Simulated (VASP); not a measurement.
# Mg12H (a cell with a defect) in VASP: a series of runs

Mg12H (a cell with a defect) is run at these levels: LDA; tasks: single point.

Program: VASP 6.6.1. These are calculated values, not measurements. Logs are shortened: lines on timing, memory, paths and dates and some standing lists are left out, and cuts for length are marked.

**1. The cell of the first run**

The cell holds a defect, 13 atoms: a = 6.420 Å, b = 9.630 Å, c = 5.213 Å, α = 90.00°, β = 90.00°, γ = 120.00°.

**2. Single point, LDA**

Contents of INCAR:

```
SYSTEM = Mg12H
ALGO     = Normal         ! electronic algorithm
EDIFF    = 1E-7           ! SCF threshold, eV
ENCUT    = 520            ! plane-wave cutoff, eV
ISIF     = 2              ! what is computed and relaxed
ISMEAR   = -1             ! smearing method
LASPH    = .TRUE.         ! aspherical terms in the spheres
LCHARG   = .FALSE.        ! write CHGCAR
LREAL    = .FALSE.        ! projectors in reciprocal space
LWAVE    = .FALSE.        ! write WAVECAR
NBANDS   = 24             ! bands
NELM     = 100            ! most SCF steps
PREC     = Accurate       ! precision mode
SIGMA    = 0.05           ! smearing width, eV
```

Contents of KPOINTS:

```
k-points
0
G
  3 2 3
  0 0 0
```

Contents of POSCAR:

```
Mg12H
1.0
    6.4200000000      0.0000000000      0.0000000000
   -4.8150000000      8.3398250000      0.0000000000
    0.0000000000      0.0000000000      5.2130400000
Mg H
12 1
Direct
   -0.0001995758      0.0006215509      0.0034792171
    0.1631879815      0.2212532197      0.5016632254
   -0.0006344647      0.3325351535      0.0036479305
    0.1690113343      0.5487078062      0.4971386430
    0.0003288804      0.6667539208     -0.0030585299
    0.1719551779      0.8986942457      0.5002302327
    0.5013416959      0.0009645866      0.0036761110
    0.6704736342      0.2243909575      0.5065336087
    0.4974360719      0.3316532848      0.0024730608
    0.6558760522      0.5501772406      0.4966589536
    0.5000691672      0.6671844685      0.0041840845
    0.6685453844      0.8900260940      0.5029086349
    0.0010319605      0.6677748712      0.6100993278
```

Potentials or basis: VASP PAW LDA potentials, release 64 (Mg, H).

Started as:

```bash
> cat potpaw_LDA.64/Mg/POTCAR potpaw_LDA.64/H/POTCAR > POTCAR
> mpirun -np 1 vasp_std > vasp.out
```

OUTCAR:

```text
SYSTEM = Mg12H
   EDIFF = 1E-7
   ENCUT = 520
   ISIF = 2
   ISMEAR = -1
   LASPH = .TRUE.
   LREAL = .FALSE.
   NELM = 100
   PREC = Accurate

 ion  position               nearest neighbor table
   1  1.000  0.001  0.003-   6 3.16   2 3.18   6 3.19  12 3.19   9 3.19  12 3.19   3 3.20   2 3.20
                             7 3.20  11 3.21   5 3.22   7 3.22
   2  0.163  0.221  0.502-   6 3.13   4 3.13  10 3.17   8 3.18   3 3.18  12 3.18   1 3.18   9 3.20
                             1 3.20   3 3.20   9 3.20   8 3.24
   3  0.999  0.333  0.004-   4 3.14   8 3.17   2 3.18   7 3.20   8 3.20   4 3.20   1 3.20   2 3.20
                             9 3.20   5 3.22   9 3.22  11 3.22
   4  0.169  0.549  0.497-  13 2.02  10 3.12   2 3.13   3 3.14  11 3.16   8 3.16   3 3.20  11 3.22
                             5 3.24   5 3.24  12 3.25  10 3.30   6 3.36
   5  0.000  0.667  0.997-  13 2.02  11 3.21  11 3.21   3 3.22   1 3.22   7 3.22   9 3.23   6 3.23
                            10 3.23  10 3.24   4 3.24   4 3.24   6 3.26
   6  0.172  0.899  0.500-  13 2.01   2 3.13   1 3.16   8 3.17   7 3.17   1 3.19  12 3.19   7 3.20
                            12 3.23   5 3.23   5 3.26  10 3.33   4 3.36
   7  0.501  0.001  0.004-   6 3.17   8 3.19   3 3.20  12 3.20   9 3.20   6 3.20   1 3.20  12 3.20
                            11 3.21   8 3.22   5 3.22   1 3.22
   8  0.670  0.224  0.507-   4 3.16   6 3.17   3 3.17   2 3.18   9 3.18  10 3.19   7 3.19   3 3.20
                            12 3.21   7 3.22   9 3.22   2 3.24
   9  0.497  0.332  0.002-  10 3.16   8 3.18   1 3.19   7 3.20   2 3.20   3 3.20   2 3.20  10 3.21
                             8 3.22   3 3.22  11 3.22   5 3.23
  10  0.656  0.550  0.497-  13 2.01   4 3.12   9 3.16  11 3.16   2 3.17   8 3.19   9 3.21  11 3.22
                            12 3.23   5 3.23   5 3.24   4 3.30   6 3.33
  11  0.500  0.667  0.004-  10 3.16   4 3.16  12 3.20   5 3.21  12 3.21   1 3.21   7 3.21   5 3.21
                             3 3.22   4 3.22   9 3.22  10 3.22
  12  0.669  0.890  0.503-   2 3.18   1 3.19   6 3.19   1 3.19  11 3.20   7 3.20   7 3.20  11 3.21
                             8 3.21   6 3.23  10 3.23   4 3.25
  13  0.001  0.668  0.610-  10 2.01   6 2.01   4 2.02   5 2.02

  LATTYP: Found a simple monoclinic cell.
 ALAT       =     6.4200000000
 B/A-ratio  =     0.8120000000
 C/A-ratio  =     1.3228757108
 COS(beta)  =    -0.1889822286

  Lattice vectors:

 A1 = (   6.4200000000,   0.0000000000,   0.0000000000)
 A2 = (   0.0000000000,   0.0000000000,   5.2130400000)
 A3 = (  -1.6050000000,  -8.3398250000,   0.0000000000)

Analysis of symmetry for initial positions (statically):
=====================================================================
 Subroutine PRICEL returns:
 Original cell was already a primitive cell.

 Routine SETGRP: Setting up the symmetry group for a
[... 163 lines left out ...]
   IALGO  =     38    algorithm
   IMIX   =      4    mixing-type and parameters
     AMIX     =   0.40;   BMIX     =  1.00
     AMIX_MAG =   1.60;   BMIX_MAG =  1.00
  volume/ion in A,a.u.               =      21.47       144.89
  Fermi-wavevector in a.u.,A,eV,Ry     =   0.732477  1.384180  7.299827  0.536522
  Thomas-Fermi vector in A             =   1.824949
   LORBIT       =      0    0 simple, 1 ext, 2 COOP (PROOUT), +10 PAW based schemes
   GGA     = CA    functional components
   LHFCALC =     F    Hartree Fock is set to
   AEXX    =    0.0000 exact exchange contribution
   IVDW    =     0    specifies the selected vdW correction
   LEPSILON=     F    determine dielectric tensor
   LRPA    =     F    only Hartree local field effects (RPA)
 non-spin polarized calculation
  energy-cutoff  :      520.00
  volume of cell :      279.11
 maximum number of plane-waves:      7549
   NGX = 23   NGY = 35   NGZ = 19

 number of electron      25.0000000 magnetization

 Free energy of the ion-electron system (eV)
  ---------------------------------------------------
  ext. energy  EPLUGINS =         0.00000000
  ---------------------------------------------------
  free energy    TOTEN  =       -24.54620188 eV

  energy without entropy =      -24.48221259  energy(sigma->0) =      -24.51420723

 E-fermi :   2.4479     XC(G=0):  -8.6911

 val. band max:        2.4458287051   @ k =   0.0000   0.0000   0.3333
 cond. band min:       2.4891204595   @ k =   0.3333   0.0000   0.0000
 fundamental gap:      0.0432917544
 Fermi energy:         2.4478606351

 k-point     1 :       0.0000    0.0000    0.0000
  band No.  band energies     occupation
      1      -4.9754      2.00000
      2      -3.2336      2.00000
      3      -2.3042      2.00000
      4      -1.4508      2.00000
      5      -0.7277      2.00000
      6      -0.1890      2.00000
[... 259 lines left out ...]
     23       6.1122      0.00000
     24       6.1897      0.00000

------------------------ aborting loop because EDIFF is reached ----------------------------------------

  FORCE on cell =-STRESS in cart. coord.  units (eV):
  Direction    XX          YY          ZZ          XY          YZ          ZX
  --------------------------------------------------------------------------------------
  -------------------------------------------------------------------------------------
  Total       -4.1599269     -4.4467498     -4.4980663      0.3797663      0.0248624      0.0094339
  in kB      -23.8788419    -25.5252646    -25.8198318      2.1799373      0.1427155      0.0541527
  external PRESSURE =     -25.0746461 kB  Pullay stress =       0.0000000 kB

 VOLUME and BASIS-vectors are now :
 -----------------------------------------------------------------------------
  energy-cutoff  :      520.00
  volume of cell :      279.11
      direct lattice vectors                 reciprocal lattice vectors
     6.420000000  0.000000000  0.000000000     0.155763240  0.089929945  0.000000000
    -4.815000000  8.339825000  0.000000000     0.000000000  0.119906593  0.000000000
     0.000000000  0.000000000  5.213040000     0.000000000  0.000000000  0.191826650

 POSITION                                       TOTAL-FORCE (eV/Angst)
 -----------------------------------------------------------------------------------
      6.41573      0.00518      0.01814         0.000778     -0.005736      0.000007
     -0.01767      1.84521      2.61519        -0.003934     -0.000781     -0.000858
      4.81477      2.77328      0.01902         0.000927      0.005580      0.001490
     -1.55698      4.57613      2.59160        -0.024861      0.014531      0.007951
     -3.20831      5.56061      5.19710         0.000319      0.007038      0.027632
     -3.22326      7.49495      2.60772        -0.003171     -0.028238      0.002985
      3.21397      0.00804      0.01916         0.000672     -0.006609      0.002094
      3.22400      1.87138      2.64058         0.001762      0.000271      0.004675
      1.59663      2.76593      0.01289        -0.003208     -0.000200      0.000596
      1.56162      4.58838      2.58910         0.014382      0.011403      0.004339
     -0.00205      5.56420      0.02181         0.000522      0.002708      0.003906
      0.00659      7.42266      2.62168         0.004068     -0.001003      0.005454
     -3.20871      5.56913      3.18047         0.011745      0.001036     -0.060270
 -----------------------------------------------------------------------------------
    total drift:                                0.000002      0.000019      0.000316

  FREE ENERGIE OF THE ION-ELECTRON SYSTEM (eV)
  ---------------------------------------------------
  free  energy   TOTEN  =       -24.5462018771 eV

  energy  without entropy=      -24.4822125891  energy(sigma->0) =      -24.51420723
```

OSZICAR:

```text
N       E                     dE             d eps       ncg     rms          rms(c)
DAV:   1     0.150847645833E+02    0.15085E+02   -0.73287E+03   480   0.743E+02
DAV:   2    -0.230780195552E+02   -0.38163E+02   -0.36134E+02   584   0.859E+01
DAV:   3    -0.250723621290E+02   -0.19943E+01   -0.19519E+01   616   0.165E+01
DAV:   4    -0.250977124665E+02   -0.25350E-01   -0.25323E-01   560   0.197E+00
DAV:   5    -0.250979417716E+02   -0.22931E-03   -0.22929E-03   624   0.207E-01    0.389E+00
DAV:   6    -0.246727890652E+02    0.42515E+00   -0.37636E-01   640   0.213E+00    0.207E+00
DAV:   7    -0.245516280434E+02    0.12116E+00   -0.43970E-01   536   0.225E+00    0.543E-01
DAV:   8    -0.245473362385E+02    0.42918E-02   -0.68411E-02   568   0.111E+00    0.274E-01
DAV:   9    -0.245464723453E+02    0.86389E-03   -0.82035E-03   592   0.296E-01    0.743E-02
DAV:  10    -0.245462007429E+02    0.27160E-03   -0.98296E-04   600   0.132E-01    0.271E-02
DAV:  11    -0.245462006896E+02    0.53302E-07   -0.15472E-04   592   0.509E-02    0.476E-03
DAV:  12    -0.245462020904E+02   -0.14009E-05   -0.22204E-05   592   0.174E-02    0.270E-03
DAV:  13    -0.245462018531E+02    0.23734E-06   -0.82097E-07   616   0.398E-03    0.539E-04
DAV:  14    -0.245462018771E+02   -0.24018E-07   -0.28485E-07   496   0.183E-03
   1 F= -.24546202E+02 E0= -.24514207E+02  d E =-.639893E-01
```

Wall time 58 s (1 thread of Intel Xeon Platinum 8488C (Sapphire Rapids), shared host); peak memory 0.29 GiB.

What came out:

- Free energy: -24.5462 eV
- Pressure: -2.5 GPa
- Largest force: 0.061 eV/Å

Forces in eV/Å, atoms in the order of the input:
```
Mg   0.001 -0.006  0.000
Mg  -0.004 -0.001 -0.001
Mg   0.001  0.006  0.001
Mg  -0.025  0.015  0.008
Mg   0.000  0.007  0.028
Mg  -0.003 -0.028  0.003
Mg   0.001 -0.007  0.002
Mg   0.002  0.000  0.005
Mg  -0.003  0.000  0.001
Mg   0.014  0.011  0.004
Mg   0.001  0.003  0.004
Mg   0.004 -0.001  0.005
H    0.012  0.001 -0.060
```

Levels at points of the mesh, in eV from the Fermi level:
```csv
k point,band 11,band 12,band 13,band 14,band 15,band 16
"(0.00, 0.00, 0.00)",-0.18,0.12,0.32,0.38,0.55,1.48
"(0.00, 0.50, 0.00)",-1.04,-0.78,-0.32,-0.17,1.25,1.81
```

Caveat: the k points lie up to 0.40 Å⁻¹ apart.

(Part 1 of 2 ends here.)
